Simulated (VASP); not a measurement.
# MnTl2Sb2 (Ibam) in VASP: a series of runs

Aim: see how the results for MnTl2Sb2 move with the level of theory and the settings. Levels: revPBE, r2SCAN. Tasks: single point.

All numbers are computed with VASP 6.6.1; they aren't measurements. Logs are shortened: lines on timing, memory, paths and dates and some standing lists are left out, and cuts for length are marked.

## 1. The cell of the first run

It takes space group Ibam (No. 72, orthorhombic). The conventional cell has a = 7.110 Å, b = 13.570 Å, c = 6.374 Å, α = 90.00°, β = 90.00°, γ = 90.00°. Tl (site symmetry m) has 6 Sb at 3.41 to 3.72 Å and 2 Mn at 3.47 Å and 7 Tl at 3.98 to 4.64 Å within 4.7 Å. Sb (site symmetry m) has 2 Mn at 2.48 Å and 6 Tl at 3.41 to 3.72 Å and 1 Sb at 3.79 Å within 3.8 Å. Mn (site symmetry 222) has 4 Sb at 2.48 Å and 2 Mn at 3.19 Å within 3.3 Å.

## 2. Single point, revPBE

INCAR reads:

```
SYSTEM = MnTl2Sb2
ALGO = Normal ; EDIFF = 1E-6
ENCUT = 520 ; GGA = RE
ISIF = 2 ; ISMEAR = -1
LASPH = .True. ; LCHARG = .False.
LREAL = .False. ; LWAVE = .False.
NBANDS = 60 ; NELECT = 99.0
NELM = 60 ; PREC = Accurate
SIGMA = 0.0825
```

KPOINTS reads:

```
k-points
0
Gamma
  3 3 3
  0 0 0
```

POSCAR reads:

```
MnTl2Sb2
1.0
    0.0000000000      0.0000000000      6.3743820000
    7.1101280000      0.0000000000      0.0000000000
    3.5550640000      6.7851140000     -3.1871910000
Tl Sb Mn
4 4 2
Direct
    0.1464100000      0.1856900000      0.2928200000
    0.8535900000      0.8143100000      0.7071800000
    0.3535900000      0.4785100000      0.7071800000
    0.6464100000      0.5214900000      0.2928200000
    0.8990500000      0.2850500000      0.7981000000
    0.1009500000      0.7149500000      0.2019000000
    0.6009500000      0.0831500000      0.2019000000
    0.3990500000      0.9168500000      0.7981000000
    0.2500000000      0.0000000000      0.0000000000
    0.7500000000      0.0000000000      0.0000000000
```

Potentials or basis: VASP PAW PBE potentials, release 64 (Tl_d, Sb, Mn_pv).

On the command line:

```console
$ cat potpaw_PBE.64/Tl_d/POTCAR potpaw_PBE.64/Sb/POTCAR potpaw_PBE.64/Mn_pv/POTCAR > POTCAR
$ mpirun -np 1 vasp_std > vasp.out
```

OUTCAR:

```text
SYSTEM = MnTl2Sb2
   EDIFF = 1E-6
   ENCUT = 520
   GGA = RE
   ISIF = 2
   ISMEAR = -1
   LASPH = .True.
   LREAL = .False.
   NELECT = 99.0
   NELM = 60
   PREC = Accurate

 ion  position               nearest neighbor table
   1  0.146  0.186  0.293-   7 3.41   7 3.41   8 3.43   9 3.47  10 3.47   6 3.49   5 3.52   6 3.72
                             4 3.98   4 3.98
   2  0.854  0.814  0.707-   8 3.41   8 3.41   7 3.43  10 3.47   9 3.47   5 3.49   6 3.52   5 3.72
                             3 3.98   3 3.98
   3  0.354  0.479  0.707-   5 3.41   5 3.41   6 3.43   9 3.47  10 3.47   8 3.49   7 3.52   8 3.72
                             2 3.98   2 3.98
   4  0.646  0.521  0.293-   6 3.41   6 3.41   5 3.43  10 3.47   9 3.47   7 3.49   8 3.52   7 3.72
                             1 3.98   1 3.98
   5  0.899  0.285  0.798-   9 2.48  10 2.48   3 3.41   3 3.41   4 3.43   2 3.49   1 3.52   2 3.72

   6  0.101  0.715  0.202-  10 2.48   9 2.48   4 3.41   4 3.41   3 3.43   1 3.49   2 3.52   1 3.72

   7  0.601  0.083  0.202-   9 2.48  10 2.48   1 3.41   1 3.41   2 3.43   4 3.49   3 3.52   4 3.72

   8  0.399  0.917  0.798-  10 2.48   9 2.48   2 3.41   2 3.41   1 3.43   3 3.49   4 3.52   3 3.72

   9  0.250  0.000  0.000-   5 2.48   7 2.48   6 2.48   8 2.48   1 3.47   3 3.47   2 3.47   4 3.47

  10  0.750  0.000  0.000-   6 2.48   8 2.48   5 2.48   7 2.48   2 3.47   4 3.47   3 3.47   1 3.47

  LATTYP: Found a body centered orthorhombic cell.
 ALAT       =     6.3743820000
 B/A-ratio  =     1.1154223264
 C/A-ratio  =     2.1288695908

  Lattice vectors:

 A1 = (   3.5550640000,  -6.7851140000,   3.1871910000)
 A2 = (  -3.5550640000,  -6.7851140000,  -3.1871910000)
 A3 = (   3.5550640000,   6.7851140000,  -3.1871910000)

Analysis of symmetry for initial positions (statically):
=====================================================================
 Subroutine PRICEL returns:
 Original cell was already a primitive cell.

 Routine SETGRP: Setting up the symmetry group for a
 body centered orthorhombic supercell.

 Subroutine GETGRP returns: Found  8 space group operations
 (whereof  4 operations were pure point group operations)
 out of a pool of  8 trial point group operations.

The static configuration has the point symmetry C_2h.
 The point group associated with its full space group is D_2h.

Analysis of symmetry for dynamics (positions and initial velocities):
=====================================================================
 Subroutine PRICEL returns:
 Original cell was already a primitive cell.

 Routine SETGRP: Setting up the symmetry group for a
 body centered orthorhombic supercell.

 Subroutine GETGRP returns: Found  8 space group operations
 (whereof  4 operations were pure point group operations)
 out of a pool of  8 trial point group operations.

The dynamic configuration has the point symmetry C_2h.
 The point group associated with its full space group is D_2h.

 Subroutine INISYM returns: Found  8 space group operations
 (whereof  4 operations are pure point group operations),
 and found     1 'primitive' translations

----------------------------------------------------------------------------------------

                                     Primitive cell

  volume of cell :     307.5195

  direct lattice vectors                    reciprocal lattice vectors
     0.000000000  0.000000000  6.374382000     0.000000000  0.073690729  0.156877953
     7.110128000  0.000000000  0.000000000     0.140644444 -0.073690729  0.000000000
     3.555064000  6.785114000 -3.187191000     0.000000000  0.147381459  0.000000000

  length of vectors
     6.374382000  7.110128000  8.296652247     0.173323443  0.158780299  0.147381459

  position of ions in fractional coordinates (direct lattice)
     0.146410000  0.185690000  0.292820000
     0.853590000  0.814310000  0.707180000
     0.353590000  0.478510000  0.707180000
     0.646410000  0.521490000  0.292820000
     0.899050000  0.285050000  0.798100000
     0.100950000  0.714950000  0.201900000
     0.600950000  0.083150000  0.201900000
     0.399050000  0.916850000  0.798100000
     0.250000000  0.000000000  0.000000000
     0.750000000  0.000000000  0.000000000

  ion indices of the primitive-cell ions
   primitive index   ion index
                 1           1
                 2           2
                 3           3
                 4           4
                 5           5
                 6           6
                 7           7
                 8           8
                 9           9
                10          10

----------------------------------------------------------------------------------------

 KPOINTS: k-points

Automatic generation of k-mesh.
 Grid dimensions read from file:
 generate k-points for:    3    3    3

 Generating k-lattice:

  Cartesian coordinates                     Fractional coordinates (reciprocal lattice)
     0.000000000  0.024563576  0.052292651     0.333333333  0.000000000  0.000000000
     0.046881481 -0.024563576  0.000000000     0.000000000  0.333333333 -0.000000000
     0.000000000  0.049127153  0.000000000     0.000000000  0.000000000  0.333333333

  Length of vectors
     0.057774481  0.052926766  0.049127153

  Shift w.r.t. Gamma in fractional coordinates (k-lattice)
     0.000000000  0.000000000  0.000000000

 Subroutine IBZKPT returns following result:
 ===========================================

 Found      8 irreducible k-points:

 Following reciprocal coordinates:
            Coordinates               Weight
  0.000000  0.000000  0.000000      1.000000
  0.333333  0.000000 -0.000000      4.000000
  0.000000  0.333333  0.000000      4.000000
  0.333333  0.333333 -0.000000      4.000000
 -0.333333  0.333333  0.000000      8.000000
  0.000000  0.000000  0.333333      2.000000
  0.333333  0.000000  0.333333      2.000000
  0.000000 -0.333333  0.333333      2.000000
   k-points           NKPTS =      8   k-points in BZ     NKDIM =      8   number of bands    NBANDS=     60
   number of dos      NEDOS =    301   number of ions     NIONS =     10
   total plane-waves  NPLWV = 165888
   dimension x,y,z NGX =    48 NGY =   54 NGZ =   64
   dimension x,y,z NGXF=    96 NGYF=  108 NGZF=  128
   ions per type =               4   4   2
   NGX,Y,Z   is equivalent  to a cutoff of  12.52, 12.63, 12.82 a.u.
   NGXF,Y,Z  is equivalent  to a cutoff of  25.04, 25.25, 25.65 a.u.
 SYSTEM =  MnTl2Sb2
   PREC   = accura    normal or accurate (medium, high low for compatibility)
   ISTART =      0    job   : 0-new  1-cont  2-samecut
   ICHARG =      2    charge: 1-file 2-atom 10-const
   ISPIN  =      1    spin polarized calculation?
   LNONCOLLINEAR =      F non collinear calculations
   LSORBIT =      F    spin-orbit coupling
   LASPH  =      T    aspherical Exc in radial PAW
   ENCUT  =  520.0 eV  38.22 Ry    6.18 a.u.  11.85 13.22 15.43*2*pi/ulx,y,z
   NELM   =     60;   NELMIN=  2; NELMDL= -5     # of ELM steps
   EDIFF  = 0.1E-05   stopping-criterion for ELM
   LREAL  =      F    real-space projection
   EDIFFG = 0.1E-04   stopping-criterion for IOM
   NSW    =      0    number of steps for IOM
   IBRION =     -1    ionic relax: 0-MD 1-quasi-New 2-CG
   NFREE  =      0    steps in history (QN), initial steepest desc. (CG)
   ISIF   =      2    stress and relaxation
   ISYM   =      2    0-nonsym 1-usesym 2-fastsym
   POTIM  = 0.5000    time-step for ionic-motion
   TEBEG  =    0.0;   TEEND  =   0.0 temperature during run
   PSTRESS=    0.0 pullay stress
   NELECT =      99.0000    total number of electrons
   NUPDOWN=      -1.0000    fix difference up-down
   EMIN   =  10.00;   EMAX   =-10.00  energy-range for DOS
   EFERMI =   0.00;   METHOD = LEGACY
   ISMEAR =    -1;   SIGMA  =   0.08  broadening in eV -4-tet -1-fermi 0-gaus
   EFERMI_NEDOS =   21; number of points for ismear=-14 and -15
   IALGO  =     38    algorithm
   IMIX   =      4    mixing-type and parameters
     AMIX     =   0.40;   BMIX     =  1.00
     AMIX_MAG =   1.60;   BMIX_MAG =  1.00
  volume/ion in A,a.u.               =      30.75       207.52
  Fermi-wavevector in a.u.,A,eV,Ry     =   1.122007  2.120286 17.128379  1.258900
  Thomas-Fermi vector in A             =   2.258665
   LORBIT       =      0    0 simple, 1 ext, 2 COOP (PROOUT), +10 PAW based schemes
   GGA     = RE    functional components
   LHFCALC =     F    Hartree Fock is set to
   AEXX    =    0.0000 exact exchange contribution
   IVDW    =     0    specifies the selected vdW correction
   LEPSILON=     F    determine dielectric tensor
   LRPA    =     F    only Hartree local field effects (RPA)
 non-spin polarized calculation
  energy-cutoff  :      520.00
  volume of cell :      307.52
 maximum number of plane-waves:      8299
   NGX = 23   NGY = 27   NGZ = 31

 number of electron      99.0000006 magnetization

 Free energy of the ion-electron system (eV)
  ---------------------------------------------------
  ext. energy  EPLUGINS =         0.00000000
  ---------------------------------------------------
  free energy    TOTEN  =       -32.66702657 eV

  energy without entropy =      -32.47458699  energy(sigma->0) =      -32.57080678

 E-fermi :   5.5253     XC(G=0):  -9.2273

 val. band max:        5.5060621155   @ k =   0.0000   0.3333   0.0000
 cond. band min:       5.5494313049   @ k =  -0.3333   0.3333   0.0000
 fundamental gap:      0.0433691893
 Fermi energy:         5.5253251236

 k-point     1 :       0.0000    0.0000    0.0000
  band No.  band energies     occupation
      1     -42.2728      2.00000
      2     -42.2388      2.00000
      3     -42.0449      2.00000
      4     -42.0401      2.00000
      5     -42.0263      2.00000
      6     -42.0217      2.00000
[... 52 lines left out ...]
     59       8.2807      0.00000
     60       8.7140      0.00000

 k-point     2 :       0.3333    0.0000   -0.0000
  band No.  band energies     occupation
      1     -42.2643      2.00000
      2     -42.2473      2.00000
      3     -42.0437      2.00000
      4     -42.0413      2.00000
      5     -42.0251      2.00000
      6     -42.0228      2.00000
[... 52 lines left out ...]
     59       8.4149      0.00000
     60       8.6544      0.00000

 k-point     3 :       0.0000    0.3333    0.0000
  band No.  band energies     occupation
      1     -42.2728      2.00000
      2     -42.2388      2.00000
      3     -42.0449      2.00000
      4     -42.0401      2.00000
      5     -42.0263      2.00000
      6     -42.0217      2.00000
[... 52 lines left out ...]
     59       8.1500      0.00000
     60       8.3614      0.00000

 k-point     4 :       0.3333    0.3333   -0.0000
  band No.  band energies     occupation
      1     -42.2643      2.00000
      2     -42.2473      2.00000
      3     -42.0437      2.00000
      4     -42.0413      2.00000
      5     -42.0251      2.00000
      6     -42.0228      2.00000
[... 52 lines left out ...]
     59       7.6858      0.00000
     60       7.7650      0.00000

 k-point     5 :      -0.3333    0.3333    0.0000
  band No.  band energies     occupation
      1     -42.2643      2.00000
      2     -42.2473      2.00000
      3     -42.0437      2.00000
      4     -42.0413      2.00000
      5     -42.0251      2.00000
      6     -42.0228      2.00000
[... 52 lines left out ...]
     59       7.8582      0.00000
     60       8.0230      0.00000

 k-point     6 :       0.0000    0.0000    0.3333
  band No.  band energies     occupation
      1     -42.2728      2.00000
      2     -42.2388      2.00000
      3     -42.0449      2.00000
      4     -42.0401      2.00000
      5     -42.0263      2.00000
      6     -42.0217      2.00000
[... 52 lines left out ...]
     59       7.8883      0.00000
     60       8.5379      0.00000

 k-point     7 :       0.3333    0.0000    0.3333
  band No.  band energies     occupation
      1     -42.2643      2.00000
      2     -42.2473      2.00000
      3     -42.0437      2.00000
      4     -42.0413      2.00000
      5     -42.0251      2.00000
      6     -42.0228      2.00000
[... 52 lines left out ...]
     59       8.3267      0.00000
     60       8.4457      0.00000

 k-point     8 :       0.0000   -0.3333    0.3333
  band No.  band energies     occupation
      1     -42.2728      2.00000
      2     -42.2388      2.00000
      3     -42.0449      2.00000
      4     -42.0401      2.00000
      5     -42.0263      2.00000
      6     -42.0217      2.00000
[... 52 lines left out ...]
     59       7.7829      0.00000
     60       8.1121      0.00000

------------------------ aborting loop because EDIFF is reached ----------------------------------------

  FORCE on cell =-STRESS in cart. coord.  units (eV):
  Direction    XX          YY          ZZ          XY          YZ          ZX
  --------------------------------------------------------------------------------------
  -------------------------------------------------------------------------------------
  Total       13.2919974     13.4370958      9.3616385      0.0000000      0.0000000      0.0000000
  in kB       69.2513393     70.0073022     48.7741598      0.0000000      0.0000000      0.0000000
  external PRESSURE =      62.6776004 kB  Pullay stress =       0.0000000 kB

 VOLUME and BASIS-vectors are now :
 -----------------------------------------------------------------------------
  energy-cutoff  :      520.00
  volume of cell :      307.52
      direct lattice vectors                 reciprocal lattice vectors
     0.000000000  0.000000000  6.374382000     0.000000000  0.073690729  0.156877953
     7.110128000  0.000000000  0.000000000     0.140644444 -0.073690729  0.000000000
     3.555064000  6.785114000 -3.187191000     0.000000000  0.147381459  0.000000000

 POSITION                                       TOTAL-FORCE (eV/Angst)
 -----------------------------------------------------------------------------------
      2.36127      1.98682      0.00000        -0.013125     -0.064724      0.000000
      8.30392      4.79830      3.18719         0.013125      0.064724     -0.000000
      5.91634      4.79830     -0.00000        -0.013125      0.064724     -0.000000
      4.74885      1.98682      3.18719         0.013125     -0.064724      0.000000
      4.86404      5.41520      3.18719         0.562783     -0.581802      0.000000
      5.80115      1.36991     -0.00000        -0.562783      0.581802      0.000000
      1.30897      1.36991      3.18719         0.562783      0.581802      0.000000
      9.35622      5.41520      0.00000        -0.562783     -0.581802      0.000000
      0.00000      0.00000      1.59360         0.000000     -0.000000     -0.000000
      0.00000      0.00000      4.78079         0.000000     -0.000000      0.000000
 -----------------------------------------------------------------------------------
    total drift:                               -0.000000     -0.000000      0.000000

  FREE ENERGIE OF THE ION-ELECTRON SYSTEM (eV)
  ---------------------------------------------------
  free  energy   TOTEN  =       -32.6670265745 eV

  energy  without entropy=      -32.4745869891  energy(sigma->0) =      -32.57080678
```

It took 2.3 min on 1 thread of Intel Xeon 6975P-C (Granite Rapids), shared host; peak memory 0.48 GiB.

Results:

| Quantity | Value |
| --- | --- |
| Free energy | -32.6670 eV |
| Largest force | 0.809 eV/Å |

Forces in eV/Å, atoms in the order of the input:
```
Tl  -0.013 -0.065  0.000
Tl   0.013  0.065  0.000
Tl  -0.013  0.065  0.000
Tl   0.013 -0.065  0.000
Sb   0.563 -0.582  0.000
Sb  -0.563  0.582  0.000
Sb   0.563  0.582  0.000
Sb  -0.563 -0.582  0.000
Mn   0.000  0.000  0.000
Mn   0.000  0.000  0.000
```

Caveat: the k points lie up to 0.36 Å⁻¹ apart, too coarse for converged energies and pressures of a metal; the cell carries a net charge on a neutralising background, which shifts energy and pressure; the cell is charged against a uniform background, so pressure and absolute levels hang on convention; the PAW data sets were made with another functional, which shifts forces and pressure a little; spin-orbit coupling is left out, which moves the levels of the heavy elements; the run has no spin polarisation, though such a crystal can be magnetic. Spin polarisation is off, so any magnetic state and its effect on volume and gap are missing.

(Continued in part 2 of 2.)
